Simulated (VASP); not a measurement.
Set up this calculation in VASP 6.6.1, as the native input.

- Task: single point
- Functional: PBEsol
- Potentials or basis: VASP PAW PBE potentials, release 64 (Mo_sv, N)
- Cutoff: 600 eV
- k mesh: 4 × 4 × 6
- Occupations: gaussian, width 0.01 eV
- Spin: no spin polarisation
- Dipole correction: no
- Further INCAR settings: ALGO = Normal; EDIFF = 1e-06; NBANDS = 33

The structure of MoN2 lies in POSCAR:

```
MoN2
1.0
    4.3115130119      0.0000000000      0.0000000000
    0.0000000000      4.3115130119      0.0000000000
    0.0000000000      0.0000000000      2.7442029341
Mo N
2 4
Direct
    0.5000000000      0.5000000000      0.0000000000
    0.0000000000      0.0000000000      0.0000000000
    0.8883530000      0.3883530000      0.5000000000
    0.1116470000      0.6116470000      0.5000000000
    0.3883530000      0.1116470000      0.5000000000
    0.6116470000      0.8883530000      0.5000000000
```

The input as run:

INCAR

```
PREC = Accurate
ENCUT = 600
EDIFF = 1E-6
ISMEAR = 0
SIGMA = 0.01
LREAL = False
LASPH = True
NELM = 120
ALGO = Normal
ISIF = 2
LWAVE = False
LCHARG = True
GGA = PS
LELF = True
LVHAR = True
NBANDS = 33
GGA_COMPAT = False
```

KPOINTS

```
Automatic mesh
0
Gamma
  4 4 6
```

Potentials or basis: VASP PAW PBE potentials, release 64 (Mo_sv, N).

Command:

```console
$ cat potpaw_PBE.64/Mo_sv/POTCAR potpaw_PBE.64/N/POTCAR > POTCAR
$ mpirun -np 1 vasp_std > vasp.out
```

Results of the run:

```
Pressure               : -5.4 GPa
Largest force          : 0.485 eV/Å
Band gap on the k mesh : zero (bands 24 and 25 overlap by 1.53 eV)
```

Caveat: the k points lie up to 0.38 Å⁻¹ apart, too coarse for converged energies and pressures of a metal; the PAW data sets were made with another functional, which shifts forces and pressure a little.

Wall time 24 s on 1 thread of Intel(R) Xeon(R) Platinum 8488C (Sapphire Rapids), on a shared host, peak memory 0.19 GiB.
